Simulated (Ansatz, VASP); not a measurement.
# AlCu: VASP beside Ansatz

INCAR

```
SYSTEM = AlCu
ALGO = Normal
EDIFF = 1E-6
ENCUT = 600
GGA = PS
GGA_COMPAT = .False.
ISIF = 2
ISMEAR = 0
LASPH = .True.
LCHARG = .False.
LREAL = .False.
LWAVE = .False.
NBANDS = 14
NELM = 120
PREC = Accurate
SIGMA = 0.1
```

The input KPOINTS:

```
k-points
0
Gamma
  14 14 14
  0 0 0
```

POSCAR

```
AlCu
1.0
    2.8326909742      0.0000000000      0.0000000000
    0.0000000000      2.8326909742      0.0000000000
    0.0000000000      0.0000000000      2.8326909742
Al Cu
1 1
Direct
    0.0000000000      0.0000000000      0.0000000000
    0.5000000000      0.5000000000      0.5000000000
```

Input for Ansatz:

```yaml
crystal:
  lattice:
    - [2.8326909742, 0.0, 0.0]
    - [0.0, 2.8326909742, 0.0]
    - [0.0, 0.0, 2.8326909742]
  atoms:
    - { symbol: Al, position: [0.0, 0.0, 0.0] }
    - { symbol: Cu, position: [0.5, 0.5, 0.5] }
basis:
  ecutwfc: 420
kpoints:
  mp_grid: { grid: [14, 14, 14] }
hamiltonian:
  xc: pbesol
scf:
  occupations: { method: gaussian, width: 0.1 }
output:
  forces: true
  stress: true
  eigenvalues: true
```

Alike in both runs: task single point; functional PBEsol; k mesh 14 × 14 × 14; occupations gaussian, width 0.1 eV; no spin polarisation.

```csv
,VASP,Ansatz
version,VASP 6.6.1,Ansatz 0.2.0
potentials or method,"VASP PAW PBE potentials, release 64 (Al, Cu), cutoff 600 eV","scalar-relativistic, plane waves, PAW"
valence electrons in the cell,14,22
```

```csv
,VASP,Ansatz,Ansatz less VASP
gap on the k mesh at the Fermi level (eV),none,none,-
pressure (GPa),22.4,22.0,-0.45
```

VASP's potentials were made for PBE, not for PBEsol. A gap of «none» marks a metal or a gap that the smearing closes. VASP's potentials hold 14 valence electrons a cell and Ansatz's 22, so a difference there can come from the potentials and not from the codes.
